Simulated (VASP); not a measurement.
# SiO2 (P6_422) in VASP: notebook

SiO2 is run at these levels: PBE; tasks: single point.

Everything below comes from runs of VASP 6.6.1. Logs are shortened: lines on timing, memory, paths and dates and some standing lists are left out, and cuts for length are marked.

### 1 The cell of the first run

The structure is hexagonal, space group P6_422 (No. 181). Conventional cell: a = 5.061 Å, b = 5.061 Å, c = 5.541 Å, α = 90.00°, β = 90.00°, γ = 120.00°. Within 2.1 Å of Si (site symmetry 222) lie 4 O at 1.61 Å. O (site symmetry 2) has 2 Si at 1.61 Å within 2.1 Å.

### 2 Single point, PBE

File INCAR:

```
SYSTEM = SiO2
  PREC = Accurate
  ENCUT = 520
  EDIFF = 1E-6
  ISMEAR = 0
  SIGMA = 0.02
  LREAL = .False.
  LASPH = .True.
  NELM = 100
  ALGO = Normal
  ISIF = 2
  LWAVE = .False.
  LCHARG = .False.
  GGA = PE
  NBANDS = 34
```

File KPOINTS:

```
Automatic mesh
0
Gamma
  6 6 4
  0 0 0
```

File POSCAR:

```
SiO2
1.0
    5.0605222284      0.0000000000      0.0000000000
   -2.5302611142      4.3825408062      0.0000000000
    0.0000000000      0.0000000000      5.5413533100
Si O
3 6
Direct
    0.0000000000      0.5000000000      0.3333333300
    0.5000000000      0.5000000000      0.6666666700
    0.5000000000      0.0000000000      0.0000000000
    0.5827892600      0.7913946300      0.8333333300
    0.7913946300      0.5827892600      0.5000000000
    0.7913946300      0.2086053700      0.1666666700
    0.4172107400      0.2086053700      0.8333333300
    0.2086053700      0.4172107400      0.5000000000
    0.2086053700      0.7913946300      0.1666666700
```

Potentials or basis: VASP PAW PBE potentials, release 64 (Si, O).

Launch:

```bash
cat potpaw_PBE.64/Si/POTCAR potpaw_PBE.64/O/POTCAR > POTCAR
mpirun -np 1 vasp_std > vasp.out
```

OUTCAR:

```text
SYSTEM = SiO2
   PREC = Accurate
   ENCUT = 520
   EDIFF = 1E-6
   ISMEAR = 0
   LREAL = .False.
   LASPH = .True.
   NELM = 100
   ISIF = 2
   GGA = PE

 ion  position               nearest neighbor table
   1  0.000  0.500  0.333-   6 1.61   9 1.61   8 1.61   5 1.61   3 3.13   3 3.13   2 3.13   2 3.13

   2  0.500  0.500  0.667-   4 1.61   7 1.61   5 1.61   8 1.61   3 3.13   3 3.13   1 3.13   1 3.13

   3  0.500  0.000  0.000-   4 1.61   6 1.61   7 1.61   9 1.61   1 3.13   2 3.13   2 3.13   1 3.13

   4  0.583  0.791  0.833-   2 1.61   3 1.61
   5  0.791  0.583  0.500-   1 1.61   2 1.61
   6  0.791  0.209  0.167-   1 1.61   3 1.61
   7  0.417  0.209  0.833-   2 1.61   3 1.61
   8  0.209  0.417  0.500-   1 1.61   2 1.61
   9  0.209  0.791  0.167-   1 1.61   3 1.61

  LATTYP: Found a hexagonal cell.
 ALAT       =     5.0605222284
 C/A-ratio  =     1.0950160991

  Lattice vectors:

 A1 = (   5.0605222284,   0.0000000000,   0.0000000000)
 A2 = (  -2.5302611142,   4.3825408062,   0.0000000000)
 A3 = (   0.0000000000,   0.0000000000,   5.5413533100)

Analysis of symmetry for initial positions (statically):
=====================================================================
 Subroutine PRICEL returns:
 Original cell was already a primitive cell.

 Routine SETGRP: Setting up the symmetry group for a
 hexagonal supercell.

 Subroutine GETGRP returns: Found 12 space group operations
 (whereof  4 operations were pure point group operations)
 out of a pool of 24 trial point group operations.

The static configuration has the point symmetry D_2 .
 The point group associated with its full space group is D_6 .

Analysis of symmetry for dynamics (positions and initial velocities):
=====================================================================
 Subroutine PRICEL returns:
 Original cell was already a primitive cell.

 Routine SETGRP: Setting up the symmetry group for a
 hexagonal supercell.

 Subroutine GETGRP returns: Found 12 space group operations
 (whereof  4 operations were pure point group operations)
 out of a pool of 24 trial point group operations.

The dynamic configuration has the point symmetry D_2 .
 The point group associated with its full space group is D_6 .

 Subroutine INISYM returns: Found 12 space group operations
 (whereof  4 operations are pure point group operations),
 and found     1 'primitive' translations

----------------------------------------------------------------------------------------

                                     Primitive cell

  volume of cell :     122.8958

  direct lattice vectors                    reciprocal lattice vectors
     5.060522228  0.000000000  0.000000000     0.197608064  0.114089069  0.000000000
    -2.530261114  4.382540806  0.000000000     0.000000000  0.228178138  0.000000000
     0.000000000  0.000000000  5.541353310     0.000000000  0.000000000  0.180461332

  length of vectors
     5.060522228  5.060522228  5.541353310     0.228178138  0.228178138  0.180461332

  position of ions in fractional coordinates (direct lattice)
     0.000000000  0.500000000  0.333333330
     0.500000000  0.500000000  0.666666670
     0.500000000  0.000000000  0.000000000
     0.582789260  0.791394630  0.833333330
     0.791394630  0.582789260  0.500000000
     0.791394630  0.208605370  0.166666670
     0.417210740  0.208605370  0.833333330
     0.208605370  0.417210740  0.500000000
     0.208605370  0.791394630  0.166666670

  ion indices of the primitive-cell ions
   primitive index   ion index
                 1           1
                 2           2
                 3           3
                 4           4
                 5           5
                 6           6
                 7           7
                 8           8
                 9           9

----------------------------------------------------------------------------------------

 KPOINTS: Automatic mesh

Automatic generation of k-mesh.
 Grid dimensions read from file:
 generate k-points for:    6    6    4

 Generating k-lattice:

  Cartesian coordinates                     Fractional coordinates (reciprocal lattice)
     0.032934677  0.019014845  0.000000000     0.166666667  0.000000000  0.000000000
     0.000000000  0.038029690  0.000000000     0.000000000  0.166666667  0.000000000
     0.000000000  0.000000000  0.045115333     0.000000000  0.000000000  0.250000000

  Length of vectors
     0.038029690  0.038029690  0.045115333

  Shift w.r.t. Gamma in fractional coordinates (k-lattice)
     0.000000000  0.000000000  0.000000000

 Subroutine IBZKPT returns following result:
 ===========================================

 Found     21 irreducible k-points:

 Following reciprocal coordinates:
            Coordinates               Weight
  0.000000  0.000000  0.000000      1.000000
  0.166667  0.000000  0.000000      6.000000
  0.333333  0.000000  0.000000      6.000000
  0.500000  0.000000  0.000000      3.000000
[... 29 lines left out ...]
   ISIF   =      2    stress and relaxation
   ISYM   =      2    0-nonsym 1-usesym 2-fastsym
   POTIM  = 0.5000    time-step for ionic-motion
   TEBEG  =    0.0;   TEEND  =   0.0 temperature during run
   PSTRESS=    0.0 pullay stress
   NELECT =      48.0000    total number of electrons
   NUPDOWN=      -1.0000    fix difference up-down
   EMIN   =  10.00;   EMAX   =-10.00  energy-range for DOS
   EFERMI =   0.00;   METHOD = LEGACY
   ISMEAR =     0;   SIGMA  =   0.02  broadening in eV -4-tet -1-fermi 0-gaus
   EFERMI_NEDOS =   21; number of points for ismear=-14 and -15
   IALGO  =     38    algorithm
   IMIX   =      4    mixing-type and parameters
     AMIX     =   0.40;   BMIX     =  1.00
     AMIX_MAG =   1.60;   BMIX_MAG =  1.00
  volume/ion in A,a.u.               =      13.66        92.15
  Fermi-wavevector in a.u.,A,eV,Ry     =   1.196675  2.261388 19.483963  1.432031
  Thomas-Fermi vector in A             =   2.332609
   LORBIT       =      0    0 simple, 1 ext, 2 COOP (PROOUT), +10 PAW based schemes
   GGA     = PE    functional components
   LHFCALC =     F    Hartree Fock is set to
   AEXX    =    0.0000 exact exchange contribution
   IVDW    =     0    specifies the selected vdW correction
   LEPSILON=     F    determine dielectric tensor
   LRPA    =     F    only Hartree local field effects (RPA)
 non-spin polarized calculation
 Gauss-broadening in eV      SIGMA  =   0.02
  energy-cutoff  :      520.00
  volume of cell :      122.90
 maximum number of plane-waves:      3344
 NGX is ok and might be reduce to    40
   NGX = 19   NGY = 19   NGZ = 21

 number of electron      47.9999976 magnetization

 Free energy of the ion-electron system (eV)
  ---------------------------------------------------
  ext. energy  EPLUGINS =         0.00000000
  ---------------------------------------------------
  free energy    TOTEN  =       -71.06827163 eV

  energy without entropy =      -71.06827163  energy(sigma->0) =      -71.06827163

 E-fermi :   0.6477     XC(G=0):  -8.7130

 val. band max:        0.5264712246   @ k =   0.5000   0.0000   0.0000
 cond. band min:       6.2472852224   @ k =   0.0000   0.0000   0.0000
 fundamental gap:      5.7208139978
 Fermi energy:         0.6476573855

 k-point     1 :       0.0000    0.0000    0.0000
  band No.  band energies     occupation
      1     -18.9077      2.00000
      2     -17.4481      2.00000
      3     -17.4481      2.00000
      4     -16.8515      2.00000
      5     -16.7987      2.00000
      6     -16.7987      2.00000
[... 26 lines left out ...]
     33      13.6794      0.00000
     34      13.6805      0.00000

 k-point     2 :       0.1667    0.0000    0.0000
  band No.  band energies     occupation
      1     -18.8337      2.00000
      2     -17.5505      2.00000
      3     -17.4422      2.00000
      4     -16.8496      2.00000
      5     -16.8093      2.00000
      6     -16.8060      2.00000
[... 26 lines left out ...]
     33      13.4976      0.00000
     34      13.8896      0.00000
[... 664 lines left out ...]
     33      11.9065      0.00000
     34      12.1699      0.00000

 k-point    21 :       0.3333    0.3333    0.5000
  band No.  band energies     occupation
      1     -18.4089      2.00000
      2     -17.7575      2.00000
      3     -17.7575      2.00000
      4     -16.8624      2.00000
      5     -16.8278      2.00000
      6     -16.8278      2.00000
[... 26 lines left out ...]
     33      12.0121      0.00000
     34      12.0659      0.00000

------------------------ aborting loop because EDIFF is reached ----------------------------------------

  FORCE on cell =-STRESS in cart. coord.  units (eV):
  Direction    XX          YY          ZZ          XY          YZ          ZX
  --------------------------------------------------------------------------------------
  -------------------------------------------------------------------------------------
  Total        3.9161397      3.9161397      3.8849851     -0.0000000     -0.0000000      0.0000000
  in kB       51.0542154     51.0542154     50.6480581     -0.0000000     -0.0000000      0.0000000
  external PRESSURE =      50.9188296 kB  Pullay stress =       0.0000000 kB

 VOLUME and BASIS-vectors are now :
 -----------------------------------------------------------------------------
  energy-cutoff  :      520.00
  volume of cell :      122.90
      direct lattice vectors                 reciprocal lattice vectors
     5.060522228  0.000000000  0.000000000     0.197608064  0.114089069  0.000000000
    -2.530261114  4.382540806  0.000000000     0.000000000  0.228178138  0.000000000
     0.000000000  0.000000000  5.541353310     0.000000000  0.000000000  0.180461332

 POSITION                                       TOTAL-FORCE (eV/Angst)
 -----------------------------------------------------------------------------------
     -1.26513      2.19127      1.84712        -0.000000      0.000000      0.000000
      1.26513      2.19127      3.69424        -0.000000      0.000000      0.000000
      2.53026      0.00000      0.00000        -0.000000      0.000000      0.000000
      0.94678      3.46832      4.61779         0.204154      0.117869      0.000000
      2.53026      2.55410      2.77068        -0.000000      0.235737      0.000000
      3.47704      0.91422      0.92356         0.204154     -0.117869     -0.000000
      1.58348      0.91422      4.61779        -0.204154     -0.117869      0.000000
      0.00000      1.82844      2.77068        -0.000000     -0.235737      0.000000
     -0.94678      3.46832      0.92356        -0.204154      0.117869     -0.000000
 -----------------------------------------------------------------------------------
    total drift:                                0.000000     -0.000000     -0.000069

  FREE ENERGIE OF THE ION-ELECTRON SYSTEM (eV)
  ---------------------------------------------------
  free  energy   TOTEN  =       -71.0682716336 eV

  energy  without entropy=      -71.0682716336  energy(sigma->0) =      -71.06827163
```

Wall time 2.1 min (1 thread of Intel Xeon 8259CL, shared host); peak memory 0.26 GiB.

What came out:

| Property | Result |
| --- | --- |
| Free energy | -71.0683 eV |
| Pressure | 5.1 GPa |
| Largest force | 0.236 eV/Å |
| Band gap on the k mesh | 5.72 eV, indirect (least direct gap 5.91 eV) |

Forces in eV/Å, atoms in the order of the input:
```
Si   0.000  0.000  0.000
Si   0.000  0.000  0.000
Si   0.000  0.000  0.000
O    0.204  0.118  0.000
O    0.000  0.236  0.000
O    0.204 -0.118  0.000
O   -0.204 -0.118  0.000
O    0.000 -0.236  0.000
O   -0.204  0.118  0.000
```

Levels at points of the mesh, in eV from the valence-band top:
```tsv
k point	band 20	band 21	band 22	band 23	band 24	band 25	band 26	band 27	band 28	band 29
(0.00, 0.00, 0.00)	-0.98	-0.98	-0.46	-0.46	-0.19	5.72	8.99	8.99	9.23	9.23
(0.50, 0.00, 0.00)	-1.18	-1.15	-1.00	-0.35	0.00	7.78	8.60	9.67	9.71	9.72
(0.00, 0.00, 0.50)	-1.84	-1.15	-0.28	0.00	0.00	7.55	7.55	8.50	9.79	9.79
(0.50, 0.00, 0.50)	-1.33	-0.92	-0.73	-0.70	-0.34	8.63	9.12	9.32	9.47	9.85
```

A k mesh can miss the band edges. As with any semilocal functional, this PBE gap is likely too small.

### 3 Single point, PBE

File INCAR:

```
SYSTEM = SiO2
PREC = Accurate
ENCUT = 520
EDIFF = 1E-6
ISMEAR = 0
SIGMA = 0.02
LREAL = .FALSE.
LASPH = .TRUE.
NELM = 60
ALGO = Normal
ISIF = 2
LWAVE = .FALSE.
LCHARG = .FALSE.
GGA = PE
NBANDS = 34
```

File KPOINTS:

```
regular mesh
0
G
  6 6 4
  0 0 0
```

File POSCAR:

```
SiO2
1.0
    5.0605222284      0.0000000000      0.0000000000
   -2.5302611142      4.3825408062      0.0000000000
    0.0000000000      0.0000000000      5.5413533100
Si O
3 6
Direct
    0.0000000000      0.5000000000      0.3333333333
    0.5000000000      0.5000000000      0.6666666667
    0.5000000000      0.0000000000      0.0000000000
    0.5827892600      0.7913946300      0.8333333333
    0.7913946300      0.5827892600      0.5000000000
    0.7913946300      0.2086053700      0.1666666667
    0.4172107400      0.2086053700      0.8333333333
    0.2086053700      0.4172107400      0.5000000000
    0.2086053700      0.7913946300      0.1666666667
```

Potentials or basis: VASP PAW PBE potentials, release 64 (Si, O).

Launch:

```bash
cat potpaw_PBE.64/Si/POTCAR potpaw_PBE.64/O/POTCAR > POTCAR
mpirun -np 1 vasp_std > vasp.out
```

Run time: 2.1 min. Hardware: 1 thread of Intel Xeon 8259CL, shared host; peak memory 0.26 GiB.

It converged, with:

- Free energy: -71.0683 eV
- Pressure: 5.1 GPa
- Largest force: 0.236 eV/Å
- Band gap on the k mesh: 5.72 eV, indirect (least direct gap 5.91 eV)

Forces in eV/Å, atoms in the order of the input:
```
Si   0.000  0.000  0.000
Si   0.000  0.000  0.000
Si   0.000  0.000  0.000
O    0.204  0.118  0.000
O    0.000  0.236  0.000
O    0.204 -0.118  0.000
O   -0.204 -0.118  0.000
O    0.000 -0.236  0.000
O   -0.204  0.118  0.000
```

Levels at points of the mesh, in eV from the valence-band top:
| k point | band 22 | band 23 | band 24 | band 25 | band 26 | band 27 |
| --- | --- | --- | --- | --- | --- | --- |
| (0.00, 0.00, 0.00) | -0.46 | -0.46 | -0.19 | 5.72 | 8.99 | 8.99 |
| (0.50, 0.00, 0.00) | -1.00 | -0.35 | 0.00 | 7.78 | 8.60 | 9.67 |
| (0.00, 0.00, 0.50) | -0.28 | 0.00 | 0.00 | 7.55 | 7.55 | 8.50 |
| (0.50, 0.00, 0.50) | -0.73 | -0.70 | -0.34 | 8.63 | 9.12 | 9.32 |

A k mesh can miss the band edges. Expect the measured gap to be larger: semilocal functionals such as PBE lack the derivative discontinuity.

### 4 Single point, PBE

File INCAR:

```
SYSTEM = SiO2
PREC = Accurate ; ENCUT = 520
EDIFF = 1E-7 ; ISMEAR = 0
SIGMA = 0.05 ; LREAL = .FALSE.
LASPH = .TRUE. ; NELM = 100
ALGO = Normal ; ISIF = 2
LWAVE = .FALSE. ; LCHARG = .FALSE.
GGA = PE ; NBANDS = 34
NELECT = 49.0
```

KPOINTS is that of step 3.

POSCAR is that of step 3.

Launch:

```bash
cat potpaw_PBE.64/Si/POTCAR potpaw_PBE.64/O/POTCAR > POTCAR
mpirun -np 1 vasp_std > vasp.out
```

Run time: 2.3 min. Hardware: 1 thread of Intel Xeon 8259CL, shared host; peak memory 0.26 GiB.

It converged, with:

```
Free energy   : -63.7323 eV
Largest force : 0.559 eV/Å
```

Forces on the atoms (eV/Å):
```
Si   0.000  0.000  0.000
Si   0.000  0.000  0.000
Si   0.000  0.000  0.000
O    0.484  0.279  0.000
O    0.000  0.559  0.000
O    0.484 -0.279  0.000
O   -0.484 -0.279  0.000
O    0.000 -0.559  0.000
O   -0.484  0.279  0.000
```

Levels at points of the mesh, in eV from the Fermi level:
| k point | band 20 | band 21 | band 22 | band 23 | band 24 | band 25 | band 26 | band 27 | band 28 | band 29 |
| --- | --- | --- | --- | --- | --- | --- | --- | --- | --- | --- |
| (0.00, 0.00, 0.00) | -8.40 | -8.40 | -7.86 | -7.86 | -7.57 | -2.07 | 1.30 | 1.30 | 1.58 | 1.58 |
| (0.50, 0.00, 0.00) | -8.58 | -8.56 | -8.39 | -7.74 | -7.38 | 0.04 | 0.85 | 1.92 | 2.08 | 2.10 |
| (0.00, 0.00, 0.50) | -9.25 | -8.55 | -7.68 | -7.38 | -7.38 | -0.21 | -0.21 | 0.81 | 2.22 | 2.22 |
| (0.50, 0.00, 0.50) | -8.74 | -8.32 | -8.12 | -8.10 | -7.72 | 1.08 | 1.50 | 1.50 | 1.67 | 1.98 |

Caveat: the cell carries a net charge on a neutralising background, which shifts energy and pressure; the cell is charged against a uniform background, so pressure and absolute levels hang on convention; an odd number of electrons without spin polarisation forces a metal; a magnetic or distorted state may lie lower.

### 5 Single point, PBE

File INCAR:

```
  ALGO = Normal
  EDIFF = 1E-6
  ENCUT = 520
  GGA = PE
  ISIF = 2
  ISMEAR = 0
  LASPH = T
  LCHARG = T
  LELF = T
  LREAL = F
  LVHAR = T
  LWAVE = F
  NBANDS = 34
  NELM = 60
  PREC = Accurate
  SIGMA = 0.02
```

File KPOINTS:

```
k-points
0
Gamma
  6 6 4
```

POSCAR is that of step 4.

Launch:

```bash
cat potpaw_PBE.64/Si/POTCAR potpaw_PBE.64/O/POTCAR > POTCAR
mpirun -np 1 vasp_std > vasp.out
```

Wall time 1.9 min (1 thread of Intel Xeon 8259CL, shared host); peak memory 0.26 GiB.

Results (log left out):

```yaml
Free_energy: -71.0683 eV
Pressure: 5.1 GPa
Largest_force: 0.236 eV/Å
Band_gap_on_the_k_mesh: 5.72 eV, indirect (least direct gap 5.91 eV)
```

Forces in eV/Å, atoms in the order of the input:
```
Si   0.000  0.000  0.000
Si   0.000  0.000  0.000
Si   0.000  0.000  0.000
O    0.204  0.118  0.000
O    0.000  0.236  0.000
O    0.204 -0.118  0.000
O   -0.204 -0.118  0.000
O    0.000 -0.236  0.000
O   -0.204  0.118  0.000
```

Levels at points of the mesh, in eV from the valence-band top:
| k point | band 22 | band 23 | band 24 | band 25 | band 26 | band 27 |
| --- | --- | --- | --- | --- | --- | --- |
| (0.00, 0.00, 0.00) | -0.46 | -0.46 | -0.19 | 5.72 | 8.99 | 8.99 |
| (0.50, 0.00, 0.00) | -1.00 | -0.35 | 0.00 | 7.78 | 8.60 | 9.67 |
| (0.00, 0.00, 0.50) | -0.28 | 0.00 | 0.00 | 7.55 | 7.55 | 8.50 |
| (0.50, 0.00, 0.50) | -0.73 | -0.70 | -0.34 | 8.63 | 9.12 | 9.32 |

A k mesh can miss the band edges.

### 6 Single point, PBE

File INCAR:

```
SYSTEM = SiO2
ALGO = Normal ; EDIFF = 1E-6
ENCUT = 520 ; GGA = PE
ISIF = 2 ; ISMEAR = 0
LASPH = .True. ; LCHARG = .True.
LELF = .True. ; LREAL = .False.
LVHAR = .True. ; LWAVE = .False.
NBANDS = 34 ; NELM = 100
PREC = Accurate ; SIGMA = 0.02
```

File KPOINTS:

```
k-points
0
Gamma
  1 1 1
  0 0 0
```

POSCAR is that of step 5.

Potentials or basis: VASP PAW PBE potentials, release 64 (Si, O).

Launch:

```bash
cat potpaw_PBE.64/Si/POTCAR potpaw_PBE.64/O/POTCAR > POTCAR
mpirun -np 1 vasp_gam > vasp.out
```

Run time: 6.5 s. Hardware: 1 thread of Intel Xeon 6975P-C (Granite Rapids), shared host; peak memory 0.22 GiB.

The run converged. Its results:

| Property | Result |
| --- | --- |
| Free energy | -70.1065 eV |
| Pressure | 4.3 GPa |
| Largest force | 0.874 eV/Å |
| Band gap on the k mesh | 5.88 eV |

Forces in eV/Å, atoms in the order of the input:
```
Si   0.000  0.000  0.000
Si   0.000  0.000  0.000
Si   0.000  0.000  0.000
O    0.757  0.437  0.000
O    0.000  0.874  0.000
O    0.757 -0.437  0.000
O   -0.757 -0.437  0.000
O    0.000 -0.874  0.000
O   -0.757  0.437  0.000
```

Stress tensor (GPa, compression positive):
```
5.66 0.00 0.00
0.00 5.66 0.00
0.00 0.00 1.64
```

Levels at points of the mesh, in eV from the valence-band top:
```
           k point  band 22  band 23  band 24  band 25  band 26  band 27
(0.00, 0.00, 0.00)    -0.27    -0.27     0.00     5.88     9.14     9.14
```

Caveat: the k points lie up to 1.43 Å⁻¹ apart.
